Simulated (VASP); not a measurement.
Here is a VASP 6.6.1 calculation.

The input POSCAR:

```
Au
1.0
    2.8999984104      0.0000000000      0.0000000000
   -1.4499992052      2.5114722944      0.0000000000
    0.0000000000      0.0000000000      4.8800000000
Au
2
Direct
    0.3333333333      0.6666666667      0.7500000000
    0.6666666667      0.3333333333      0.2500000000
```

Contents of INCAR.step1:

```
SYSTEM = Au
PREC     = Accurate       ! precision mode
ENCUT    = 520            ! plane-wave cutoff, eV
ISMEAR   = 0              ! smearing method
SIGMA    = 0.15           ! smearing width, eV
LREAL    = .False.        ! projectors in reciprocal space
LASPH    = .True.         ! aspherical terms in the spheres
NELM     = 60             ! most SCF steps
NBANDS   = 18             ! bands
GGA      = PE             ! functional
ALGO     = Normal         ! electronic algorithm
EDIFF    = 1E-4           ! SCF threshold, eV
LWAVE    = .True.         ! write WAVECAR
LCHARG   = .False.        ! write CHGCAR
```

INCAR.step2

```
SYSTEM = Au
PREC     = Accurate       ! precision mode
ENCUT    = 520            ! plane-wave cutoff, eV
EDIFF    = 1E-6           ! SCF threshold, eV
ISMEAR   = 0              ! smearing method
SIGMA    = 0.15           ! smearing width, eV
LREAL    = .False.        ! projectors in reciprocal space
LASPH    = .True.         ! aspherical terms in the spheres
NELM     = 60             ! most SCF steps
ALGO     = Normal         ! electronic algorithm
ISIF     = 2              ! what is computed and relaxed
LWAVE    = .False.        ! write WAVECAR
LCHARG   = .False.        ! write CHGCAR
METAGGA  = R2SCAN         ! meta-GGA
LMIXTAU  = .True.       
NBANDS   = 18             ! bands
ISTART   = 1
```

The input KPOINTS:

```
Automatic mesh
0
Gamma
  24 24 12
  0 0 0
```

Potentials or basis: VASP PAW PBE potentials, release 64 (Au).

The run is started by

```bash
$ cat potpaw_PBE.64/Au/POTCAR > POTCAR
$ cp INCAR.step1 INCAR
$ mpirun -np 1 vasp_std > vasp.out
$ cp INCAR.step2 INCAR
$ mpirun -np 1 vasp_std > vasp.out
```

What does it give for the band gap on the k mesh?

Zero (band 11 reaches 12.92 eV, above the bottom of band 12 at 5.84 eV).

Estimate the pressure.

-1.3 GPa.

Stress tensor (GPa, compression positive):
```
-1.21  0.00  0.00
 0.00 -1.21  0.00
 0.00  0.00 -1.47
```

Caveat: the PAW data sets were made with another functional, which shifts forces and pressure a little; spin-orbit coupling is left out, which moves the levels of the heavy elements.
